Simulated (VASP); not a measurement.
# TiN (Fm-3m) in VASP: single point with r2SCAN

Aim: the single point of TiN with r2SCAN.

Everything below comes from runs of VASP 6.6.1. Logs are shortened: lines on timing, memory, paths and dates and some standing lists are left out, and cuts for length are marked.

### Step 1. The cell of the first run

The structure is cubic, space group Fm-3m (No. 225). The conventional cell has a = 4.274 Å, b = 4.274 Å, c = 4.274 Å, α = 90.00°, β = 90.00°, γ = 90.00°. Ti (site symmetry m-3m) has 6 N at 2.14 Å within 2.8 Å. N (site symmetry m-3m) has 6 Ti at 2.14 Å within 2.8 Å.

### Step 2. Single point, r2SCAN (9.76 Å³/atom)

POSCAR reads:

```
TiN
1.0
    0.0000000000      2.1372022166      2.1372022166
    2.1372022166      0.0000000000      2.1372022166
    2.1372022166      2.1372022166      0.0000000000
Ti N
1 1
Direct
    0.0000000000      0.0000000000      0.0000000000
    0.5000000000      0.5000000000      0.5000000000
```

INCAR.step1 reads:

```
PREC = Accurate
ENCUT = 1460
ISMEAR = 0
SIGMA = 0.1
LREAL = False
LASPH = True
NELM = 120
NBANDS = 16
GGA = PE
ALGO = Normal
EDIFF = 1E-5
LWAVE = True
LCHARG = False
GGA_COMPAT = False
```

INCAR.step2 reads:

```
PREC = Accurate
ENCUT = 1460
EDIFF = 1E-6
ISMEAR = 0
SIGMA = 0.1
LREAL = False
LASPH = True
NELM = 120
ALGO = Normal
ISIF = 2
LWAVE = False
LCHARG = True
METAGGA = R2SCAN
LMIXTAU = True
LELF = True
LVHAR = True
NBANDS = 16
ISTART = 1
GGA_COMPAT = False
```

KPOINTS reads:

```
Automatic mesh
0
Gamma
  18 18 18
```

Potentials or basis: VASP PAW PBE potentials, release 64 (Ti_sv, N_h).

Launch:

```
> cat potpaw_PBE.64/Ti_sv/POTCAR potpaw_PBE.64/N_h/POTCAR > POTCAR
> cp INCAR.step1 INCAR
> mpirun -np 1 vasp_std > vasp.out
> cp INCAR.step2 INCAR
> mpirun -np 1 vasp_std > vasp.out
```

OUTCAR:

```text
PREC = Accurate
   ENCUT = 1460
   EDIFF = 1E-6
   ISMEAR = 0
   LREAL = False
   LASPH = True
   NELM = 120
   ISIF = 2
   METAGGA = R2SCAN
   ISTART = 1

 ion  position               nearest neighbor table
   1  0.000  0.000  0.000-   2 2.14   2 2.14   2 2.14   2 2.14   2 2.14   2 2.14
   2  0.500  0.500  0.500-   1 2.14   1 2.14   1 2.14   1 2.14   1 2.14   1 2.14

  LATTYP: Found a face centered cubic cell.
 ALAT       =     4.2744044332

  Lattice vectors:

 A1 = (   0.0000000000,   2.1372022166,   2.1372022166)
 A2 = (   2.1372022166,   0.0000000000,   2.1372022166)
 A3 = (   2.1372022166,   2.1372022166,   0.0000000000)

Analysis of symmetry for initial positions (statically):
=====================================================================
 Subroutine PRICEL returns:
 Original cell was already a primitive cell.

 Routine SETGRP: Setting up the symmetry group for a
 face centered cubic supercell.

 Subroutine GETGRP returns: Found 48 space group operations
 (whereof 48 operations were pure point group operations)
 out of a pool of 48 trial point group operations.

The static configuration has the point symmetry O_h .

Analysis of symmetry for dynamics (positions and initial velocities):
=====================================================================
 Subroutine PRICEL returns:
 Original cell was already a primitive cell.

 Routine SETGRP: Setting up the symmetry group for a
 face centered cubic supercell.

 Subroutine GETGRP returns: Found 48 space group operations
 (whereof 48 operations were pure point group operations)
 out of a pool of 48 trial point group operations.

The dynamic configuration has the point symmetry O_h .

 Subroutine INISYM returns: Found 48 space group operations
 (whereof 48 operations are pure point group operations),
 and found     1 'primitive' translations

----------------------------------------------------------------------------------------

                                     Primitive cell

  volume of cell :      19.5239

  direct lattice vectors                    reciprocal lattice vectors
     0.000000000  2.137202217  2.137202217    -0.233950721  0.233950721  0.233950721
     2.137202217  0.000000000  2.137202217     0.233950721 -0.233950721  0.233950721
     2.137202217  2.137202217  0.000000000     0.233950721  0.233950721 -0.233950721

  length of vectors
     3.022460360  3.022460360  3.022460360     0.405214536  0.405214536  0.405214536

  position of ions in fractional coordinates (direct lattice)
     0.000000000  0.000000000  0.000000000
     0.500000000  0.500000000  0.500000000

  ion indices of the primitive-cell ions
   primitive index   ion index
                 1           1
                 2           2

----------------------------------------------------------------------------------------

 KPOINTS: Automatic mesh

Automatic generation of k-mesh.
 Grid dimensions read from file:
 generate k-points for:   18   18   18

 Generating k-lattice:

  Cartesian coordinates                     Fractional coordinates (reciprocal lattice)
    -0.012997262  0.012997262  0.012997262     0.055555556  0.000000000  0.000000000
     0.012997262 -0.012997262  0.012997262     0.000000000  0.055555556  0.000000000
     0.012997262  0.012997262 -0.012997262     0.000000000  0.000000000  0.055555556

  Length of vectors
     0.022511919  0.022511919  0.022511919

  Shift w.r.t. Gamma in fractional coordinates (k-lattice)
     0.000000000  0.000000000  0.000000000

 Subroutine IBZKPT returns following result:
 ===========================================

 Found    195 irreducible k-points:

 Following reciprocal coordinates:
            Coordinates               Weight
  0.000000  0.000000  0.000000      1.000000
  0.055556  0.000000  0.000000      8.000000
  0.111111  0.000000  0.000000      8.000000
  0.166667  0.000000  0.000000      8.000000
  0.222222  0.000000  0.000000      8.000000
  0.277778  0.000000  0.000000      8.000000
[... 16 lines left out ...]
 -0.277778  0.055556  0.000000     24.000000
 -0.222222  0.055556  0.000000     24.000000
 [... further k-points ...]
   k-points           NKPTS =    195   k-points in BZ     NKDIM =    195   number of bands    NBANDS=     16
   number of dos      NEDOS =    301   number of ions     NIONS =      2
   total plane-waves  NPLWV =  64000
   dimension x,y,z NGX =    40 NGY =   40 NGZ =   40
   dimension x,y,z NGXF=    80 NGYF=   80 NGZF=   80
   ions per type =               1   1
   NGX,Y,Z   is equivalent  to a cutoff of  22.00, 22.00, 22.00 a.u.
   NGXF,Y,Z  is equivalent  to a cutoff of  44.00, 44.00, 44.00 a.u.
 SYSTEM =  unknown system
   PREC   = accura    normal or accurate (medium, high low for compatibility)
   ISTART =      1    job   : 0-new  1-cont  2-samecut
   ICHARG =      0    charge: 1-file 2-atom 10-const
   ISPIN  =      1    spin polarized calculation?
   LNONCOLLINEAR =      F non collinear calculations
   LSORBIT =      F    spin-orbit coupling
   LASPH  =      T    aspherical Exc in radial PAW
   ENCUT  = 1460.0 eV 107.31 Ry   10.36 a.u.   9.42  9.42  9.42*2*pi/ulx,y,z
   NELM   =    120;   NELMIN=  2; NELMDL=  0     # of ELM steps
   EDIFF  = 0.1E-05   stopping-criterion for ELM
   LREAL  =      F    real-space projection
   EDIFFG = 0.1E-04   stopping-criterion for IOM
   NSW    =      0    number of steps for IOM
   IBRION =     -1    ionic relax: 0-MD 1-quasi-New 2-CG
   NFREE  =      0    steps in history (QN), initial steepest desc. (CG)
   ISIF   =      2    stress and relaxation
   ISYM   =      2    0-nonsym 1-usesym 2-fastsym
   POTIM  = 0.5000    time-step for ionic-motion
   TEBEG  =    0.0;   TEEND  =   0.0 temperature during run
   PSTRESS=    0.0 pullay stress
   NELECT =      17.0000    total number of electrons
   NUPDOWN=      -1.0000    fix difference up-down
   EMIN   =  10.00;   EMAX   =-10.00  energy-range for DOS
   EFERMI =   0.00;   METHOD = LEGACY
   ISMEAR =     0;   SIGMA  =   0.10  broadening in eV -4-tet -1-fermi 0-gaus
   EFERMI_NEDOS =   21; number of points for ismear=-14 and -15
   IALGO  =     38    algorithm
   IMIX   =      4    mixing-type and parameters
     AMIX     =   0.40;   BMIX     =  1.00
     AMIX_MAG =   1.60;   BMIX_MAG =  1.00
  volume/ion in A,a.u.               =       9.76        65.88
  Fermi-wavevector in a.u.,A,eV,Ry     =   1.563276  2.954162 33.250330  2.443830
  Thomas-Fermi vector in A             =   2.666071
   LORBIT       =      0    0 simple, 1 ext, 2 COOP (PROOUT), +10 PAW based schemes
   METAGGA = R2SCAN    functional components
   LHFCALC =     F    Hartree Fock is set to
   AEXX    =    0.0000 exact exchange contribution
   IVDW    =     0    specifies the selected vdW correction
   LEPSILON=     F    determine dielectric tensor
   LRPA    =     F    only Hartree local field effects (RPA)
 non-spin polarized calculation
 Gauss-broadening in eV      SIGMA  =   0.10
  energy-cutoff  :     1460.00
  volume of cell :       19.52
 maximum number of plane-waves:      2499
 NGX is ok and might be reduce to    40
   NGX = 19   NGY = 19   NGZ = 19

 number of electron      17.0000000 magnetization

 Free energy of the ion-electron system (eV)
  ---------------------------------------------------
  ext. energy  EPLUGINS =         0.00000000
  ---------------------------------------------------
  free energy    TOTEN  =       -26.01036552 eV

  energy without entropy =      -26.00603951  energy(sigma->0) =      -26.00820252

 E-fermi :  11.6886     XC(G=0): -13.7246

 val. band max:       11.6770432747   @ k =   0.1111   0.0556   0.0000
 cond. band min:      11.6998546560   @ k =   0.4444   0.2222   0.1111
 fundamental gap:      0.0228113813
 Fermi energy:        11.6885798317

 k-point     1 :       0.0000    0.0000    0.0000
  band No.  band energies     occupation
      1     -48.7194      2.00000
      2     -23.6734      2.00000
      3     -23.6734      2.00000
      4     -23.6734      2.00000
      5      -6.4288      2.00000
      6       9.3376      2.00000
[... 8 lines left out ...]
     15      25.4921      0.00000
     16      31.6490      0.00000

 k-point     2 :       0.0556    0.0000    0.0000
  band No.  band energies     occupation
      1     -48.7167      2.00000
      2     -23.6925      2.00000
      3     -23.6749      2.00000
      4     -23.6749      2.00000
      5      -6.3707      2.00000
      6       8.9941      2.00000
[... 8 lines left out ...]
     15      25.5174      0.00000
     16      31.5980      0.00000

 k-point     3 :       0.1111    0.0000    0.0000
  band No.  band energies     occupation
      1     -48.7091      2.00000
      2     -23.7472      2.00000
      3     -23.6793      2.00000
      4     -23.6793      2.00000
      5      -6.2007      2.00000
      6       8.2222      2.00000
[... 8 lines left out ...]
     15      25.5222      0.00000
     16      31.3136      0.00000

 k-point     4 :       0.1667    0.0000    0.0000
  band No.  band energies     occupation
      1     -48.6975      2.00000
      2     -23.8300      2.00000
      3     -23.6861      2.00000
      4     -23.6860      2.00000
      5      -5.9322      2.00000
      6       7.2901      2.00000
[... 8 lines left out ...]
     15      25.3723      0.00000
     16      30.7925      0.00000
[... 324 lines left out ...]
 k-point    22 :      -0.3333    0.0556    0.0000
  band No.  band energies     occupation
      1     -48.6476      2.00000
      2     -24.1562      2.00000
      3     -23.7333      2.00000
      4     -23.7081      2.00000
      5      -4.6662      2.00000
      6       4.3514      2.00000
[... 8 lines left out ...]
     15      25.0775      0.00000
     16      27.4941      0.00000

 k-point    23 :      -0.2778    0.0556    0.0000
  band No.  band energies     occupation
      1     -48.6612      2.00000
      2     -24.0669      2.00000
      3     -23.7266      2.00000
      4     -23.6986      2.00000
      5      -5.0435      2.00000
      6       5.0828      2.00000
[... 8 lines left out ...]
     15      24.8688      0.00000
     16      28.2538      0.00000

 k-point    24 :      -0.2222    0.0556    0.0000
  band No.  band energies     occupation
      1     -48.6762      2.00000
      2     -23.9664      2.00000
      3     -23.7175      2.00000
      4     -23.6894      2.00000
      5      -5.4310      2.00000
      6       5.9247      2.00000
[... 8 lines left out ...]
     15      24.9888      0.00000
     16      29.0679      0.00000

 [... further k-points ...]
[... 5 lines left out ...]
  --------------------------------------------------------------------------------------
  -------------------------------------------------------------------------------------
  Total       -0.8397648     -0.8397648     -0.8397648     -0.0000000      0.0000000     -0.0000000
  in kB      -68.9130383    -68.9130383    -68.9130383     -0.0000000      0.0000000     -0.0000000
  external PRESSURE =     -68.9130383 kB  Pullay stress =       0.0000000 kB

 VOLUME and BASIS-vectors are now :
 -----------------------------------------------------------------------------
  energy-cutoff  :     1460.00
  volume of cell :       19.52
      direct lattice vectors                 reciprocal lattice vectors
     0.000000000  2.137202217  2.137202217    -0.233950721  0.233950721  0.233950721
     2.137202217  0.000000000  2.137202217     0.233950721 -0.233950721  0.233950721
     2.137202217  2.137202217  0.000000000     0.233950721  0.233950721 -0.233950721

 POSITION                                       TOTAL-FORCE (eV/Angst)
 -----------------------------------------------------------------------------------
      0.00000      0.00000      0.00000        -0.000000      0.000000     -0.000000
      2.13720      2.13720      2.13720         0.000000     -0.000000      0.000000
 -----------------------------------------------------------------------------------
    total drift:                                0.000000     -0.000000     -0.000000

  FREE ENERGIE OF THE ION-ELECTRON SYSTEM (eV)
  ---------------------------------------------------
  free  energy   TOTEN  =       -26.0103655184 eV

  energy  without entropy=      -26.0060395129  energy(sigma->0) =      -26.00820252
```

It took 14 min on 1 thread of Intel Xeon Platinum 8488C (Sapphire Rapids), shared host; peak memory 0.48 GiB.

Results:

```
Free energy            : -26.0104 eV
Pressure               : -6.9 GPa
Band gap on the k mesh : zero (an odd number of electrons rules out a gap without spin polarisation)
```

Caveat: the cell stands under tension; the PAW data sets were made with another functional, which shifts forces and pressure a little; an odd number of electrons without spin polarisation forces a metal; a magnetic or distorted state may lie lower.

The gap in the log of VASP goes by the Fermi energy; the results here count the filled bands.